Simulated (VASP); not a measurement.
Crystal: Cu.

```xyz
2
Lattice="2.5509 0.0000 0.0000 -1.2754 2.2091 0.0000 0.0000 0.0000 4.1398" Properties=species:S:1:pos:R:3 pbc="T T T"
Cu    1.2754    0.7364    3.1049
Cu    0.0000    1.4728    1.0350
```

Base run:

```yaml
Program: VASP 6.6.1
Functional: PBEsol
Potentials_or_basis: VASP PAW PBE potentials, release 64 (Cu)
Cutoff: 520 eV
k_mesh: 12 × 12 × 7
Occupations: fermi-dirac, width 0.05 eV
Spin: no spin polarisation
```

Its results: band gap on the k mesh zero (band 11 reaches 11.52 eV, above the bottom of band 12 at 5.67 eV); pressure -3.7 GPa.

Q: The run is repeated on the same cell with these changes: functional from PBEsol to r2SCAN; further incar settings from ALGO = Normal; EDIFF = 1e-06; NBANDS = 18 to ALGO = Normal; EDIFF = 1e-07; NBANDS = 18. What comes out?

A: Band gap on the k mesh zero (band 11 reaches 11.71 eV, above the bottom of band 12 at 5.55 eV); pressure -2.0 GPa.

Caveats: the PAW data sets were made with another functional, which shifts forces and pressure a little.
